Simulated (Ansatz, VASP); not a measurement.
# CuI in VASP and in Ansatz

INCAR

```
SYSTEM = CuI
ALGO = Normal
EDIFF = 1E-7
ENCUT = 520
GGA = PE
ISIF = 2
ISMEAR = 0
LASPH = .True.
LCHARG = .True.
LELF = .True.
LREAL = .False.
LVHAR = .True.
LWAVE = .False.
NBANDS = 16
NELM = 80
PREC = Accurate
SIGMA = 0.05
```

Contents of KPOINTS:

```
k-points
0
Gamma
  8 8 8
  0 0 0
```

File POSCAR:

```
CuI
1.0
    0.0000000000      2.7741805143      3.0062641030
    3.0062641030      0.0000000000      3.0062641030
    3.0062641030      2.7741805143      0.0000000000
Cu I
1 1
Direct
    0.7500000000      0.7500000000      0.7500000000
    0.0000000000      0.0000000000      0.0000000000
```

Input for Ansatz:

```yaml
crystal:
  lattice:
    - [0.0, 2.7741805143, 3.006264103]
    - [3.006264103, 0.0, 3.006264103]
    - [3.006264103, 2.7741805143, 0.0]
  atoms:
    - { symbol: Cu, position: [0.75, 0.75, 0.75] }
    - { symbol: I, position: [0.0, 0.0, 0.0] }
basis:
  ecutwfc: 520.0
kpoints:
  mp_grid: { grid: [8, 8, 8] }
hamiltonian:
  xc: pbe
scf:
  occupations: { method: gaussian, width: 0.05 }
output:
  forces: true
  stress: true
  eigenvalues: true
```

Alike in both runs: task single point; functional PBE; k mesh 8 × 8 × 8; occupations gaussian, width 0.05 eV; no spin polarisation.

```csv
,VASP,Ansatz
version,VASP 6.6.1,Ansatz 0.2.0
potentials or method,"VASP PAW PBE potentials, release 64 (Cu, I), cutoff 520 eV","scalar-relativistic, plane waves, PAW"
valence electrons in the cell,18,36
```

Ansatz gave:

* gap on the k mesh at the Fermi level (eV): 1.34
* least direct gap on the mesh (eV): 1.34
* pressure (GPa): 5.8
* traceless stress, the component that is largest in VASP (GPa): 0.66

**Question.** What did VASP give for the same quantities?

**Answer.** gap on the k mesh at the Fermi level (eV): 1.37; least direct gap on the mesh (eV): 1.37; pressure (GPa): 5.9; traceless stress, the component that is largest in VASP (GPa): 0.65.

With one functional, cell and mesh, what is left measures potentials, basis and numerics. VASP's potentials hold 18 valence electrons a cell and Ansatz's 36, so a difference there can come from the potentials and not from the codes.

Spin-orbit coupling is off throughout.
